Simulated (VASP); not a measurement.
# Mo (Im-3m) in VASP: further runs, part 2 of 2

VASP 6.6.1. Earlier steps stand in the parts before.

**3. Single point, PBE**

This run uses another cell than the first one, of 16.36 Å³/atom, 1.024 times its volume.

INCAR reads:

```
PREC     = Accurate       # precision mode
ENCUT    = 520            # plane-wave cutoff, eV
EDIFF    = 1E-6           # SCF threshold, eV
ISMEAR   = 1              # smearing method
SIGMA    = 0.1            # smearing width, eV
LREAL    = False          # projectors in reciprocal space
LASPH    = True           # aspherical terms in the spheres
NELM     = 60             # most SCF steps
ALGO     = Normal         # electronic algorithm
ISIF     = 2              # what is computed and relaxed
LWAVE    = False          # write WAVECAR
LCHARG   = False          # write CHGCAR
GGA      = PE             # functional
NBANDS   = 13             # bands
```

KPOINTS reads:

```
Automatic mesh
0
Gamma
  13 13 13
```

POSCAR reads:

```
Mo
1.0
   -1.5992132738      1.5992132738      1.5992132738
    1.5992132738     -1.5992132738      1.5992132738
    1.5992132738      1.5992132738     -1.5992132738
Mo
1
Direct
    0.0000000000      0.0000000000      0.0000000000
```

Potentials or basis: VASP PAW PBE potentials, release 64 (Mo_sv).

Run with:

```console
$ cat potpaw_PBE.64/Mo_sv/POTCAR > POTCAR
$ mpirun -np 1 vasp_std > vasp.out
```

OUTCAR:

```text
PREC = Accurate
   ENCUT = 520
   EDIFF = 1E-6
   ISMEAR = 1
   LREAL = False
   LASPH = True
   NELM = 60
   ISIF = 2
   GGA = PE

 ion  position               nearest neighbor table
   1  0.000  0.000  0.000-

  LATTYP: Found a body centered cubic cell.
 ALAT       =     3.1984265476

  Lattice vectors:

 A1 = (  -1.5992132738,   1.5992132738,   1.5992132738)
 A2 = (   1.5992132738,  -1.5992132738,   1.5992132738)
 A3 = (   1.5992132738,   1.5992132738,  -1.5992132738)

Analysis of symmetry for initial positions (statically):
=====================================================================
 Subroutine PRICEL returns:
 Original cell was already a primitive cell.

 Routine SETGRP: Setting up the symmetry group for a
 body centered cubic supercell.

 Subroutine GETGRP returns: Found 48 space group operations
 (whereof 48 operations were pure point group operations)
 out of a pool of 48 trial point group operations.

The static configuration has the point symmetry O_h .

Analysis of symmetry for dynamics (positions and initial velocities):
=====================================================================
 Subroutine PRICEL returns:
 Original cell was already a primitive cell.

 Routine SETGRP: Setting up the symmetry group for a
 body centered cubic supercell.

 Subroutine GETGRP returns: Found 48 space group operations
 (whereof 48 operations were pure point group operations)
 out of a pool of 48 trial point group operations.

The dynamic configuration has the point symmetry O_h .

 Subroutine INISYM returns: Found 48 space group operations
 (whereof 48 operations are pure point group operations),
 and found     1 'primitive' translations

----------------------------------------------------------------------------------------

                                     Primitive cell

  volume of cell :      16.3598

  direct lattice vectors                    reciprocal lattice vectors
    -1.599213274  1.599213274  1.599213274     0.000000000  0.312653733  0.312653733
     1.599213274 -1.599213274  1.599213274     0.312653733  0.000000000  0.312653733
     1.599213274  1.599213274 -1.599213274     0.312653733  0.312653733  0.000000000

  length of vectors
     2.769918642  2.769918642  2.769918642     0.442159150  0.442159150  0.442159150

  position of ions in fractional coordinates (direct lattice)
     0.000000000  0.000000000  0.000000000

  ion indices of the primitive-cell ions
   primitive index   ion index
                 1           1

----------------------------------------------------------------------------------------

 KPOINTS: Automatic mesh

Automatic generation of k-mesh.
 Grid dimensions read from file:
 generate k-points for:   13   13   13

 Generating k-lattice:

  Cartesian coordinates                     Fractional coordinates (reciprocal lattice)
     0.000000000  0.024050287  0.024050287     0.076923077  0.000000000  0.000000000
     0.024050287  0.000000000  0.024050287     0.000000000  0.076923077  0.000000000
     0.024050287  0.024050287  0.000000000     0.000000000  0.000000000  0.076923077

  Length of vectors
     0.034012242  0.034012242  0.034012242

  Shift w.r.t. Gamma in fractional coordinates (k-lattice)
     0.000000000  0.000000000  0.000000000

 Subroutine IBZKPT returns following result:
 ===========================================

 Found     84 irreducible k-points:

 Following reciprocal coordinates:
            Coordinates               Weight
  0.000000  0.000000  0.000000      1.000000
  0.076923  0.000000  0.000000     12.000000
  0.153846  0.000000  0.000000     12.000000
  0.230769  0.000000  0.000000     12.000000
  0.307692  0.000000  0.000000     12.000000
  0.384615  0.000000  0.000000     12.000000
[... 16 lines left out ...]
  0.153846  0.076923  0.076923     24.000000
  0.230769  0.076923  0.076923     24.000000
 [... further k-points ...]
   k-points           NKPTS =     84   k-points in BZ     NKDIM =     84   number of bands    NBANDS=     13
   number of dos      NEDOS =    301   number of ions     NIONS =      1
   total plane-waves  NPLWV =  13824
   dimension x,y,z NGX =    24 NGY =   24 NGZ =   24
   dimension x,y,z NGXF=    48 NGYF=   48 NGZF=   48
   ions per type =               1
   NGX,Y,Z   is equivalent  to a cutoff of  14.40, 14.40, 14.40 a.u.
   NGXF,Y,Z  is equivalent  to a cutoff of  28.81, 28.81, 28.81 a.u.
 SYSTEM =  unknown system
   PREC   = accura    normal or accurate (medium, high low for compatibility)
   ISTART =      0    job   : 0-new  1-cont  2-samecut
   ICHARG =      2    charge: 1-file 2-atom 10-const
   ISPIN  =      1    spin polarized calculation?
   LNONCOLLINEAR =      F non collinear calculations
   LSORBIT =      F    spin-orbit coupling
   LASPH  =      T    aspherical Exc in radial PAW
   ENCUT  =  520.0 eV  38.22 Ry    6.18 a.u.   5.15  5.15  5.15*2*pi/ulx,y,z
   NELM   =     60;   NELMIN=  2; NELMDL= -5     # of ELM steps
   EDIFF  = 0.1E-05   stopping-criterion for ELM
   LREAL  =      F    real-space projection
   EDIFFG = 0.1E-04   stopping-criterion for IOM
   NSW    =      0    number of steps for IOM
   IBRION =     -1    ionic relax: 0-MD 1-quasi-New 2-CG
   NFREE  =      0    steps in history (QN), initial steepest desc. (CG)
   ISIF   =      2    stress and relaxation
   ISYM   =      2    0-nonsym 1-usesym 2-fastsym
   POTIM  = 0.5000    time-step for ionic-motion
   TEBEG  =    0.0;   TEEND  =   0.0 temperature during run
   PSTRESS=    0.0 pullay stress
   NELECT =      14.0000    total number of electrons
   NUPDOWN=      -1.0000    fix difference up-down
   EMIN   =  10.00;   EMAX   =-10.00  energy-range for DOS
   EFERMI =   0.00;   METHOD = LEGACY
   ISMEAR =     1;   SIGMA  =   0.10  broadening in eV -4-tet -1-fermi 0-gaus
   EFERMI_NEDOS =   21; number of points for ismear=-14 and -15
   IALGO  =     38    algorithm
   IMIX   =      4    mixing-type and parameters
     AMIX     =   0.40;   BMIX     =  1.00
     AMIX_MAG =   1.60;   BMIX_MAG =  1.00
  volume/ion in A,a.u.               =      16.36       110.40
  Fermi-wavevector in a.u.,A,eV,Ry     =   1.554263  2.937131 32.868042  2.415733
  Thomas-Fermi vector in A             =   2.658374
   LORBIT       =      0    0 simple, 1 ext, 2 COOP (PROOUT), +10 PAW based schemes
   GGA     = PE    functional components
   LHFCALC =     F    Hartree Fock is set to
   AEXX    =    0.0000 exact exchange contribution
   IVDW    =     0    specifies the selected vdW correction
   LEPSILON=     F    determine dielectric tensor
   LRPA    =     F    only Hartree local field effects (RPA)
 non-spin polarized calculation
 Methfessel and Paxton  Order N= 1 SIGMA  =   0.10
  energy-cutoff  :      520.00
  volume of cell :       16.36
 maximum number of plane-waves:       453
 NGX is ok and might be reduce to    24
   NGX = 11   NGY = 11   NGZ = 11

 number of electron      13.9999999 magnetization

 Free energy of the ion-electron system (eV)
  ---------------------------------------------------
  ext. energy  EPLUGINS =         0.00000000
  ---------------------------------------------------
  free energy    TOTEN  =       -10.92182983 eV

  energy without entropy =      -10.92053190  energy(sigma->0) =      -10.92139719

 E-fermi :  12.0038     XC(G=0): -13.1365

 val. band max:       11.9614812006   @ k =  -0.3077   0.3077   0.1538
 cond. band min:      12.0216930551   @ k =   0.3846   0.0769  -0.0000
 fundamental gap:      0.0602118545
 Fermi energy:        12.0037522342

 k-point     1 :       0.0000    0.0000    0.0000
  band No.  band energies     occupation
      1     -49.4137      2.00000
      2     -22.7771      2.00000
      3     -22.7771      2.00000
      4     -22.7771      2.00000
      5       4.7939      2.00000
      6      10.5890      2.00000
      7      10.5890      2.00000
      8      10.5890      2.00000
      9      13.4497     -0.00000
     10      13.4497     -0.00000
     11      26.6328      0.00000
     12      26.6328      0.00000
     13      26.6328      0.00000
[... 353 lines left out ...]
 k-point    24 :       0.2308    0.0769    0.0769
  band No.  band energies     occupation
      1     -49.2552      2.00000
      2     -23.6408      2.00000
      3     -23.0417      2.00000
      4     -22.8442      2.00000
      5       7.5200      2.00000
      6       9.1114      2.00000
      7      10.0156      2.00000
      8      13.2474     -0.00000
      9      13.7372     -0.00000
     10      14.9981      0.00000
     11      25.9944      0.00000
     12      26.1622      0.00000
     13      29.9549      0.00000

 [... further k-points ...]
[... 5 lines left out ...]
  --------------------------------------------------------------------------------------
  -------------------------------------------------------------------------------------
  Total       -0.8392705     -0.8392705     -0.8392705      0.0000000     -0.0000000      0.0000000
  in kB      -82.1927300    -82.1927300    -82.1927300      0.0000000     -0.0000000      0.0000000
  external PRESSURE =     -82.1927300 kB  Pullay stress =       0.0000000 kB

 VOLUME and BASIS-vectors are now :
 -----------------------------------------------------------------------------
  energy-cutoff  :      520.00
  volume of cell :       16.36
      direct lattice vectors                 reciprocal lattice vectors
    -1.599213274  1.599213274  1.599213274     0.000000000  0.312653733  0.312653733
     1.599213274 -1.599213274  1.599213274     0.312653733  0.000000000  0.312653733
     1.599213274  1.599213274 -1.599213274     0.312653733  0.312653733  0.000000000

 POSITION                                       TOTAL-FORCE (eV/Angst)
 -----------------------------------------------------------------------------------
      0.00000      0.00000      0.00000         0.000000      0.000000     -0.000000
 -----------------------------------------------------------------------------------
    total drift:                                0.000000      0.000000     -0.000000

  FREE ENERGIE OF THE ION-ELECTRON SYSTEM (eV)
  ---------------------------------------------------
  free  energy   TOTEN  =       -10.9218298295 eV

  energy  without entropy=      -10.9205318990  energy(sigma->0) =      -10.92139719
```

Run time: 17 s. Hardware: 1 thread of Intel Xeon 8259CL, shared host; peak memory 0.15 GiB.

Results:

| Quantity | Value |
| --- | --- |
| Free energy | -10.9218 eV |
| Pressure | -8.2 GPa |
| Band gap on the k mesh | zero (band 7 reaches 15.25 eV, above the bottom of band 8 at 10.59 eV) |

**4. Single point, PBE**

This run uses another cell than the first one, of 16.75 Å³/atom, 1.049 times its volume.

INCAR reads:

```
SYSTEM = Mo
  ALGO = Normal
  EDIFF = 1E-6
  ENCUT = 520
  GGA = PE
  ISIF = 2
  ISMEAR = 1
  LASPH = .True.
  LCHARG = .False.
  LREAL = .False.
  LWAVE = .False.
  NBANDS = 13
  NELM = 60
  PREC = Accurate
  SIGMA = 0.1
```

KPOINTS reads:

```
k-points
0
Gamma
  13 13 13
  0 0 0
```

POSCAR reads:

```
Mo
1.0
   -1.6118060227      1.6118060227      1.6118060227
    1.6118060227     -1.6118060227      1.6118060227
    1.6118060227      1.6118060227     -1.6118060227
Mo
1
Direct
    0.0000000000      0.0000000000      0.0000000000
```

Run with:

```console
$ cat potpaw_PBE.64/Mo_sv/POTCAR > POTCAR
$ mpirun -np 1 vasp_std > vasp.out
```

Wall time 18 s (1 thread of Intel Xeon 8259CL, shared host); peak memory 0.15 GiB.

Results (log left out):

```
Free energy            : -10.8960 eV
Pressure               : -13.1 GPa
Band gap on the k mesh : zero (band 7 reaches 14.77 eV, above the bottom of band 8 at 10.26 eV)
```

Levels at points of the mesh, in eV from the Fermi level:
```
           k point  band 4  band 5  band 6  band 7  band 8  band 9  band 10  band 11
(0.00, 0.00, 0.00)  -34.82   -7.11   -1.36   -1.36   -1.36    1.41     1.41    14.60
```

**5. Single point, PBE**

This run uses another cell than the first one, of 17.14 Å³/atom, 1.073 times its volume.

INCAR reads:

```
SYSTEM = Mo
PREC     = Accurate       ! precision mode
ENCUT    = 520            ! plane-wave cutoff, eV
EDIFF    = 1E-6           ! SCF threshold, eV
ISMEAR   = 1              ! smearing method
SIGMA    = 0.1            ! smearing width, eV
LREAL    = .False.        ! projectors in reciprocal space
LASPH    = .True.         ! aspherical terms in the spheres
NELM     = 100            ! most SCF steps
ALGO     = Normal         ! electronic algorithm
ISIF     = 2              ! what is computed and relaxed
LWAVE    = .False.        ! write WAVECAR
LCHARG   = .False.        ! write CHGCAR
GGA      = PE             ! functional
NBANDS   = 13             ! bands
```

KPOINTS reads:

```
Automatic mesh
0
Gamma
  13 13 13
  0 0 0
```

POSCAR reads:

```
Mo
1.0
   -1.6242050179      1.6242050179      1.6242050179
    1.6242050179     -1.6242050179      1.6242050179
    1.6242050179      1.6242050179     -1.6242050179
Mo
1
Direct
    0.0000000000      0.0000000000      0.0000000000
```

Run with:

```console
$ cat potpaw_PBE.64/Mo_sv/POTCAR > POTCAR
$ mpirun -np 1 vasp_std > vasp.out
```

Wall time 17 s (1 thread of Intel Xeon 8259CL, shared host); peak memory 0.15 GiB.

It converged, with:

```
Free energy            : -10.8589 eV
Pressure               : -17.4 GPa
Band gap on the k mesh : zero (band 7 reaches 14.31 eV, above the bottom of band 8 at 9.95 eV)
```

Levels at points of the mesh, in eV from the Fermi level:
```
           k point  band 5  band 6  band 7  band 8  band 9  band 10
(0.00, 0.00, 0.00)   -7.01   -1.32   -1.32   -1.32    1.38     1.38
```

**6. The runs side by side**

```tsv
cell	gap on the mesh (eV)	pressure (GPa)
a = 2.748 Å, angles 109.5°, 1 atom	none	-2.7
a = 2.770 Å, angles 109.5°, 1 atom	none	-8.2
a = 2.792 Å, angles 109.5°, 1 atom	none	-13.1
a = 2.813 Å, angles 109.5°, 1 atom	none	-17.4
```

Alike in all rows: task single point; level PBE; potentials or basis VASP PAW PBE potentials, release 64 (Mo_sv); no spin polarisation; k mesh 13 × 13 × 13; cutoff (eV) 520; smearing methfessel-paxton 0.1 eV.

Absolute energies hang on the potentials; compare differences alone.
